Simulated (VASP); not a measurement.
Here is a VASP 6.6.1 calculation.

The input INCAR:

```
SYSTEM = Li5Mn4Co2O12
ALGO = Normal ; EDIFF = 1E-6
ENCUT = 520 ; GGA = PS
ISIF = 2 ; ISMEAR = -1
ISPIN = 2 ; LASPH = .True.
LCHARG = .False. ; LMAXMIX = 4
LORBIT = 11 ; LREAL = Auto
LWAVE = .False. ; MAGMOM = 0 0 0 0 0 3.5 3.5 3.5 3.5 1.8 1.8 0 0 0 0 0 0 0 0 0 0 0 0
NBANDS = 100 ; NELECT = 158.0
NELM = 150 ; PREC = Accurate
SIGMA = 0.05
```

The input KPOINTS:

```
k-points
0
Gamma
  1 2 2
  0 0 0
```

File POSCAR:

```
Li5Mn4Co2O12
1.0
   -7.4032940000     -4.6315130000      0.0000000000
    2.8805440000     -4.6315130000      0.0000000000
    1.4718610000      0.3758280000      4.9289550000
Li Mn Co O
5 4 2 12
Direct
    0.0417676797      0.1835924435      0.5520034165
    0.1960906068      0.7799089617      0.4535444126
    0.4654316918      0.1724728614      0.5227477224
    0.5580079839      0.6311624757      0.4269464826
    0.7113456156      0.1378280424      0.5009175373
    0.1751492688      0.4863933166      0.9941863945
    0.8389247608      0.4859480915      0.0334350790
    0.6737585479      0.9797222626      1.0388206019
    0.3346579092     -0.0098961929     -0.0230474817
    0.4785654995      0.5830087389     -0.0540276793
    0.0084628184     -0.0260480792     -0.0022519986
    0.3730727816      0.6829586260      0.2453866996
    0.0470352793      0.6360305834      0.1975063680
    0.6848296580      0.6383626380      0.1928603528
    0.9608133819      0.3517259863      0.7996826914
    0.6282466761      0.3832026666      0.7980799175
    0.3106764882      0.3352386333      0.8234199744
    0.8695539297      0.1515294705      0.2247332345
    0.5361669468      0.1940088354      0.2328688333
    0.2070113029      0.0774573780      0.2554902611
    0.4836690193      0.9094089722      0.7880169326
    0.1089919431      0.8771316338      0.7438087789
    0.8091487261      0.8914879499      0.7786031725
```

Potentials or basis: VASP PAW PBE potentials, release 64 (Li_sv, Mn_pv, Co, O).

Launch:

```console
$ cat potpaw_PBE.64/Li_sv/POTCAR potpaw_PBE.64/Mn_pv/POTCAR potpaw_PBE.64/Co/POTCAR potpaw_PBE.64/O/POTCAR > POTCAR
$ mpirun -np 1 vasp_std > vasp.out
```

Question: Estimate the site moments.

Answer: Li +0.00; Mn +3.62, +3.41, +3.27, +3.16; Co +0.40, +0.20; O +0.06, -0.02, +0.07, +0.01, -0.00, +0.04, +0.05, +0.02, +0.08, +0.00 (each value once) μB.

Question: Estimate the net moment.

Answer: 15.03 μB per cell.

Question: Predict the largest force.

Answer: 3.642 eV/Å.

Forces on the atoms (eV/Å):
```
Li  -0.111 -0.154 -0.569
Li  -0.255 -0.154  0.378
Li   1.446  0.337  0.262
Li  -1.625 -0.491  2.031
Li  -0.943 -1.271  0.902
Mn   0.748  0.164  0.584
Mn   0.235  0.255 -1.533
Mn  -0.264 -2.247 -0.502
Mn   2.000 -0.092  2.228
Co  -2.100  2.021  1.040
Co   1.472 -0.779  0.588
O    1.127  1.169 -3.260
O    0.572  0.504 -1.187
O   -0.447 -1.368 -0.016
O   -1.004  0.037  1.283
O   -0.071 -0.501 -0.280
O    1.112  0.000 -0.794
O   -0.219  1.038 -0.400
O   -1.543  1.424 -1.283
O   -0.001 -0.635 -2.024
O    0.361  0.633 -0.254
O   -1.356 -0.792  1.351
O    0.869  0.903  1.452
```

Caveat: the k points lie up to 0.75 Å⁻¹ apart; the cell carries a net charge on a neutralising background, which shifts energy and pressure; the atoms stand as in a frame of molecular dynamics; the PAW data sets were made with another functional, which shifts forces and pressure a little; the run started ferromagnetic, and an antiferromagnetic order may lie lower in energy.
